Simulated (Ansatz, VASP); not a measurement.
**Two plane-wave programs on Au**

```
Au
1.0
     2.83873    0.00000    0.00000
    -1.41937    2.45841    0.00000
     0.00000    0.00000    4.75331
Au
2
Direct
  0.33333 0.66667 0.75000
  0.66667 0.33333 0.25000
```

Alike in both runs: functional LDA; k mesh 18 × 18 × 10; occupations gaussian, width 0.1 eV; no spin polarisation.

Ansatz relaxed the structure, and its values are those at the end. VASP's run is a single point on that final structure, the one shown.

```csv
,VASP,Ansatz
version,VASP 6.6.1,Ansatz 0.2.0
potentials or method,"VASP PAW LDA potentials, release 64 (Au), cutoff 520 eV","scalar-relativistic, plane waves, PAW"
valence electrons in the cell,22,38
```

|  | VASP | Ansatz | Ansatz less VASP |
| --- | --- | --- | --- |
| gap on the k mesh at the Fermi level (eV) | none | none | - |
| pressure (GPa) | 0.6 | 0.0 | -0.58 |

LDA's correlation is that of Perdew and Zunger in VASP and of Perdew and Wang (1992) in Ansatz. A gap of «none» marks a metal or a gap that the smearing closes. VASP's potentials hold 22 valence electrons a cell and Ansatz's 38, so a difference there can come from the potentials and not from the codes.

Spin-orbit coupling is off throughout.
